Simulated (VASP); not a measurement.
# Zr (P6_3/mmc) in VASP: notebook

The runs below take Zr through single point, with PBEsol+U.

All numbers are computed with VASP 6.6.1; they aren't measurements. Logs are shortened: lines on timing, memory, paths and dates and some standing lists are left out, and cuts for length are marked.

## 1. The cell of the first run

The structure is hexagonal, space group P6_3/mmc (No. 194). Conventional cell: a = 3.232 Å, b = 3.232 Å, c = 5.147 Å, α = 90.00°, β = 90.00°, γ = 120.00°. Within 4.2 Å of Zr (site symmetry -6m2) lie 12 Zr at 3.18 to 3.23 Å.

## 2. Single point, PBEsol+U

INCAR reads:

```
ALGO = Fast
EDIFF = 1E-6
ENCUT = 520
GGA = PS
ISIF = 2
ISMEAR = -1
LASPH = True
LCHARG = False
LDAU = True
LDAUJ = 0
LDAUL = 2
LDAUPRINT = 1
LDAUTYPE = 2
LDAUU = 3
LMAXMIX = 4
LREAL = False
LWAVE = False
NBANDS = 19
NELM = 150
PREC = Accurate
SIGMA = 0.05
```

KPOINTS reads:

```
k-points
0
Gamma
  9 9 5
```

POSCAR reads:

```
Zr
1.0
    3.2320000000      0.0000000000      0.0000000000
   -1.6160000000      2.7989941050      0.0000000000
    0.0000000000      0.0000000000      5.1470000000
Zr
2
Direct
    0.6666666667      0.3333333333      0.7500000000
    0.3333333333      0.6666666667      0.2500000000
```

Potentials or basis: VASP PAW PBE potentials, release 64 (Zr_sv).

Command:

```sh
cat potpaw_PBE.64/Zr_sv/POTCAR > POTCAR
mpirun -np 1 vasp_std > vasp.out
```

OUTCAR:

```text
EDIFF = 1E-6
   ENCUT = 520
   GGA = PS
   ISIF = 2
   ISMEAR = -1
   LASPH = True
   LREAL = False
   NELM = 150
   PREC = Accurate

 ion  position               nearest neighbor table
   1  0.667  0.333  0.750-   2 3.18   2 3.18   2 3.18   2 3.18   2 3.18   2 3.18
   2  0.333  0.667  0.250-   1 3.18   1 3.18   1 3.18   1 3.18   1 3.18   1 3.18

  LATTYP: Found a hexagonal cell.
 ALAT       =     3.2320000000
 C/A-ratio  =     1.5925123762

  Lattice vectors:

 A1 = (   3.2320000000,   0.0000000000,   0.0000000000)
 A2 = (  -1.6160000000,   2.7989941050,   0.0000000000)
 A3 = (   0.0000000000,   0.0000000000,   5.1470000000)

Analysis of symmetry for initial positions (statically):
=====================================================================
 Subroutine PRICEL returns:
 Original cell was already a primitive cell.

 Routine SETGRP: Setting up the symmetry group for a
 hexagonal supercell.

 Subroutine GETGRP returns: Found 24 space group operations
 (whereof 12 operations were pure point group operations)
 out of a pool of 24 trial point group operations.

The static configuration has the point symmetry D_3d.
 The point group associated with its full space group is D_6h.

Analysis of symmetry for dynamics (positions and initial velocities):
=====================================================================
 Subroutine PRICEL returns:
 Original cell was already a primitive cell.

 Routine SETGRP: Setting up the symmetry group for a
 hexagonal supercell.

 Subroutine GETGRP returns: Found 24 space group operations
 (whereof 12 operations were pure point group operations)
 out of a pool of 24 trial point group operations.

The dynamic configuration has the point symmetry D_3d.
 The point group associated with its full space group is D_6h.

 Subroutine INISYM returns: Found 24 space group operations
 (whereof 12 operations are pure point group operations),
 and found     1 'primitive' translations

----------------------------------------------------------------------------------------

                                     Primitive cell

  volume of cell :      46.5616

  direct lattice vectors                    reciprocal lattice vectors
     3.232000000  0.000000000  0.000000000     0.309405941  0.178635603  0.000000000
    -1.616000000  2.798994105  0.000000000     0.000000000  0.357271206  0.000000000
     0.000000000  0.000000000  5.147000000     0.000000000  0.000000000  0.194287935

  length of vectors
     3.232000000  3.232000000  5.147000000     0.357271206  0.357271206  0.194287935

  position of ions in fractional coordinates (direct lattice)
     0.666666667  0.333333333  0.750000000
     0.333333333  0.666666667  0.250000000

  ion indices of the primitive-cell ions
   primitive index   ion index
                 1           1
                 2           2

----------------------------------------------------------------------------------------

 KPOINTS: k-points

Automatic generation of k-mesh.
 Grid dimensions read from file:
 generate k-points for:    9    9    5

 Generating k-lattice:

  Cartesian coordinates                     Fractional coordinates (reciprocal lattice)
     0.034378438  0.019848400  0.000000000     0.111111111  0.000000000  0.000000000
[... 81 lines left out ...]
  Fermi-wavevector in a.u.,A,eV,Ry     =   1.312611  2.480475 23.442130  1.722948
  Thomas-Fermi vector in A             =   2.442991
   LORBIT       =      0    0 simple, 1 ext, 2 COOP (PROOUT), +10 PAW based schemes
 LDA+U is selected, type is set to LDAUTYPE =  2
   angular momentum for each species LDAUL =     2
   U (eV)           for each species LDAUU =   3.0
   J (eV)           for each species LDAUJ =   0.0
   GGA     = PS    functional components
   LHFCALC =     F    Hartree Fock is set to
   AEXX    =    0.0000 exact exchange contribution
   IVDW    =     0    specifies the selected vdW correction
   LEPSILON=     F    determine dielectric tensor
   LRPA    =     F    only Hartree local field effects (RPA)
 non-spin polarized calculation
 RMM-DIIS sequential band-by-band and
  energy-cutoff  :      520.00
  volume of cell :       46.56
 maximum number of plane-waves:      1284
   NGX = 13   NGY = 13   NGZ = 19

atom =   1  type =  1  l = 2

 onsite density matrix

spin component  1

  0.1620  0.0000 -0.0000 -0.0000  0.0000
  0.0000  0.1260  0.0000  0.0000 -0.0000
 -0.0000  0.0000  0.1759  0.0000 -0.0000
 -0.0000  0.0000  0.0000  0.1260 -0.0000
  0.0000 -0.0000 -0.0000 -0.0000  0.1620

spin component  2

  0.1620  0.0000 -0.0000 -0.0000  0.0000
  0.0000  0.1260  0.0000  0.0000 -0.0000
 -0.0000  0.0000  0.1759  0.0000 -0.0000
 -0.0000  0.0000  0.0000  0.1260 -0.0000
  0.0000 -0.0000 -0.0000 -0.0000  0.1620

 occupancies and eigenvectors

  o =  0.1260  v =  0.0000 -1.0000  0.0000  0.0000 -0.0000  0.0000  0.0000  0.0000  0.0000  0.0000      0.0000  0.0000  0.0000  0.0000  0.0000  0.0000  0.0000  0.0000  0.0000  0.0000
  o =  0.1260  v =  0.0000  0.0000  0.0000  0.0000  0.0000  0.0000 -1.0000  0.0000  0.0000 -0.0000      0.0000  0.0000  0.0000  0.0000  0.0000  0.0000  0.0000  0.0000  0.0000  0.0000
  o =  0.1260  v =  0.0000 -0.0000 -0.0000 -1.0000 -0.0000  0.0000  0.0000  0.0000  0.0000  0.0000      0.0000  0.0000  0.0000  0.0000  0.0000  0.0000  0.0000  0.0000  0.0000  0.0000
  o =  0.1260  v =  0.0000  0.0000  0.0000  0.0000  0.0000  0.0000 -0.0000 -0.0000 -1.0000 -0.0000      0.0000  0.0000  0.0000  0.0000  0.0000  0.0000  0.0000  0.0000  0.0000  0.0000
  o =  0.1620  v =  0.0000 -0.0000  0.0000 -0.0000  1.0000  0.0000  0.0000  0.0000  0.0000  0.0000      0.0000  0.0000  0.0000  0.0000  0.0000  0.0000  0.0000  0.0000  0.0000  0.0000
  o =  0.1620  v =  0.0000  0.0000  0.0000  0.0000  0.0000  0.0000 -0.0000  0.0000 -0.0000  1.0000      0.0000  0.0000  0.0000  0.0000  0.0000  0.0000  0.0000  0.0000  0.0000  0.0000
  o =  0.1620  v =  0.0000  0.0000  0.0000  0.0000  0.0000  1.0000  0.0000  0.0000  0.0000  0.0000      0.0000  0.0000  0.0000  0.0000  0.0000  0.0000  0.0000  0.0000  0.0000  0.0000
  o =  0.1620  v =  1.0000  0.0000  0.0000  0.0000  0.0000  0.0000  0.0000  0.0000  0.0000  0.0000      0.0000  0.0000  0.0000  0.0000  0.0000  0.0000  0.0000  0.0000  0.0000  0.0000
  o =  0.1759  v =  0.0000  0.0000  1.0000 -0.0000 -0.0000  0.0000  0.0000  0.0000  0.0000  0.0000      0.0000  0.0000  0.0000  0.0000  0.0000  0.0000  0.0000  0.0000  0.0000  0.0000
  o =  0.1759  v =  0.0000  0.0000  0.0000  0.0000  0.0000  0.0000  0.0000  1.0000 -0.0000 -0.0000      0.0000  0.0000  0.0000  0.0000  0.0000  0.0000  0.0000  0.0000  0.0000  0.0000

atom =   2  type =  1  l = 2

 onsite density matrix

spin component  1

  0.1620  0.0000 -0.0000 -0.0000  0.0000
  0.0000  0.1260 -0.0000  0.0000  0.0000
 -0.0000 -0.0000  0.1759  0.0000 -0.0000
 -0.0000  0.0000  0.0000  0.1260 -0.0000
  0.0000  0.0000 -0.0000 -0.0000  0.1620

spin component  2

  0.1620  0.0000 -0.0000 -0.0000  0.0000
  0.0000  0.1260 -0.0000  0.0000  0.0000
 -0.0000 -0.0000  0.1759  0.0000 -0.0000
 -0.0000  0.0000  0.0000  0.1260 -0.0000
  0.0000  0.0000 -0.0000 -0.0000  0.1620

 occupancies and eigenvectors

  o =  0.1260  v =  0.0000 -1.0000  0.0000  0.0000 -0.0000  0.0000  0.0000  0.0000  0.0000  0.0000      0.0000  0.0000  0.0000  0.0000  0.0000  0.0000  0.0000  0.0000  0.0000  0.0000
  o =  0.1260  v =  0.0000  0.0000  0.0000  0.0000  0.0000  0.0000 -1.0000  0.0000  0.0000 -0.0000      0.0000  0.0000  0.0000  0.0000  0.0000  0.0000  0.0000  0.0000  0.0000  0.0000
  o =  0.1260  v =  0.0000 -0.0000 -0.0000 -1.0000 -0.0000  0.0000  0.0000  0.0000  0.0000  0.0000      0.0000  0.0000  0.0000  0.0000  0.0000  0.0000  0.0000  0.0000  0.0000  0.0000
  o =  0.1260  v =  0.0000  0.0000  0.0000  0.0000  0.0000  0.0000 -0.0000 -0.0000 -1.0000 -0.0000      0.0000  0.0000  0.0000  0.0000  0.0000  0.0000  0.0000  0.0000  0.0000  0.0000
  o =  0.1620  v =  0.0000 -0.0000  0.0000 -0.0000  1.0000  0.0000  0.0000  0.0000  0.0000  0.0000      0.0000  0.0000  0.0000  0.0000  0.0000  0.0000  0.0000  0.0000  0.0000  0.0000
  o =  0.1620  v =  0.0000  0.0000  0.0000  0.0000  0.0000  0.0000 -0.0000  0.0000 -0.0000  1.0000      0.0000  0.0000  0.0000  0.0000  0.0000  0.0000  0.0000  0.0000  0.0000  0.0000
  o =  0.1620  v =  0.0000  0.0000  0.0000  0.0000  0.0000  1.0000  0.0000  0.0000  0.0000  0.0000      0.0000  0.0000  0.0000  0.0000  0.0000  0.0000  0.0000  0.0000  0.0000  0.0000
  o =  0.1620  v =  1.0000  0.0000  0.0000  0.0000  0.0000  0.0000  0.0000  0.0000  0.0000  0.0000      0.0000  0.0000  0.0000  0.0000  0.0000  0.0000  0.0000  0.0000  0.0000  0.0000
  o =  0.1759  v =  0.0000  0.0000  1.0000 -0.0000 -0.0000  0.0000  0.0000  0.0000  0.0000  0.0000      0.0000  0.0000  0.0000  0.0000  0.0000  0.0000  0.0000  0.0000  0.0000  0.0000
  o =  0.1759  v =  0.0000  0.0000  0.0000  0.0000  0.0000  0.0000  0.0000  1.0000 -0.0000 -0.0000      0.0000  0.0000  0.0000  0.0000  0.0000  0.0000  0.0000  0.0000  0.0000  0.0000

 number of electron      24.0000000 magnetization

 Free energy of the ion-electron system (eV)
  ---------------------------------------------------
  ext. energy  EPLUGINS =         0.00000000
  ---------------------------------------------------
  free energy    TOTEN  =       -14.18098750 eV

  energy without entropy =      -14.16944918  energy(sigma->0) =      -14.17521834

 E-fermi :   9.3433     XC(G=0): -11.2345

 val. band max:        9.2437632423   @ k =   0.0000   0.0000   0.4000
 cond. band min:       9.4095542067   @ k =   0.2222   0.2222   0.4000
 fundamental gap:      0.1657909644
 Fermi energy:         9.3433391705

 k-point     1 :       0.0000    0.0000    0.0000
  band No.  band energies     occupation
      1     -40.1457      2.00000
      2     -39.9920      2.00000
      3     -18.6681      2.00000
      4     -17.7937      2.00000
      5     -17.7937      2.00000
      6     -17.6688      2.00000
[... 505 lines left out ...]
      6     -18.0620      2.00000
[... 11 lines left out ...]
     18      13.9906      0.00000
     19      15.7598      0.00000

 [... further k-points ...]
[... 5 lines left out ...]
  --------------------------------------------------------------------------------------
  -------------------------------------------------------------------------------------
  Total        1.2932662      1.2932662      1.2975553      0.0000000      0.0000000      0.0000000
  in kB       44.5011259     44.5011259     44.6487144      0.0000000      0.0000000      0.0000000
  external PRESSURE =      44.5503221 kB  Pullay stress =       0.0000000 kB

 VOLUME and BASIS-vectors are now :
 -----------------------------------------------------------------------------
  energy-cutoff  :      520.00
  volume of cell :       46.56
      direct lattice vectors                 reciprocal lattice vectors
     3.232000000  0.000000000  0.000000000     0.309405941  0.178635603  0.000000000
    -1.616000000  2.798994105  0.000000000     0.000000000  0.357271206  0.000000000
     0.000000000  0.000000000  5.147000000     0.000000000  0.000000000  0.194287935

 POSITION                                       TOTAL-FORCE (eV/Angst)
 -----------------------------------------------------------------------------------
      1.61600      0.93300      3.86025         0.000000      0.000000      0.000000
     -0.00000      1.86600      1.28675        -0.000000     -0.000000      0.000000
 -----------------------------------------------------------------------------------
    total drift:                               -0.000000      0.000000     -0.000000

  FREE ENERGIE OF THE ION-ELECTRON SYSTEM (eV)
  ---------------------------------------------------
  free  energy   TOTEN  =       -14.1809875018 eV

  energy  without entropy=      -14.1694491774  energy(sigma->0) =      -14.17521834
```

It took 16 s on 1 thread of Intel Xeon 6975P-C (Granite Rapids), shared host; peak memory 0.16 GiB.

What came out:

- Free energy: -14.1810 eV
- Pressure: 4.5 GPa
- Band gap on the k mesh: zero (band 12 reaches 10.35 eV, above the bottom of band 13 at 9.01 eV)

Eigenvalues of the final occupation matrices:
```csv
site,spin,trace,eigenvalues
site 1 d,1,0.75,0.13 0.13 0.16 0.16 0.18
site 1 d,2,0.75,0.13 0.13 0.16 0.16 0.18
site 2 d,1,0.75,0.13 0.13 0.16 0.16 0.18
site 2 d,2,0.75,0.13 0.13 0.16 0.16 0.18
```

Caveat: the PAW data sets were made with another functional, which shifts forces and pressure a little; U without spin polarisation on a metal has little footing; the U is typed as a test and isn't derived for this compound.

[end of part 1 of 2]
